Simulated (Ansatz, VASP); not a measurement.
FeO in VASP and in Ansatz

```
CELL_PARAMETERS angstrom
0.00000 2.15540 2.15540
2.15540 0.00000 2.15540
2.15540 2.15540 0.00000
ATOMIC_POSITIONS crystal
Fe 0.00000 0.00000 0.00000
O 0.50000 0.50000 0.50000
```

Alike in both runs: functional BLYP; k mesh 11 × 11 × 11; occupations fermi-dirac, width 0.05 eV; collinear spin.

|  | VASP | Ansatz |
| --- | --- | --- |
| version | VASP 6.6.1 | Ansatz 0.2.0 |
| potentials or method | VASP PAW PBE potentials, release 64 (Fe, O), cutoff 520 eV | all-electron LAPW, scalar-relativistic |
| task | single point | band structure |

Ansatz gave:

* gap on the k mesh at the Fermi level (eV): none
* pressure (GPa): 6.7
* net moment per atom (μB): 2.00
* size of the moment on the site where the two differ most (μB): 0.34

What did VASP give for the same quantities?

gap on the k mesh at the Fermi level (eV): none; pressure (GPa): 7.0; net moment per atom (μB): 2.00; size of the moment on the site where the two differ most (μB): 0.32.

VASP's potentials were made for PBE, not for BLYP. Site moments also hang on the region over which each program counts them. A gap of «none» marks a metal or a gap that the smearing closes. Ansatz ran all-electron here, and VASP with PAW potentials.
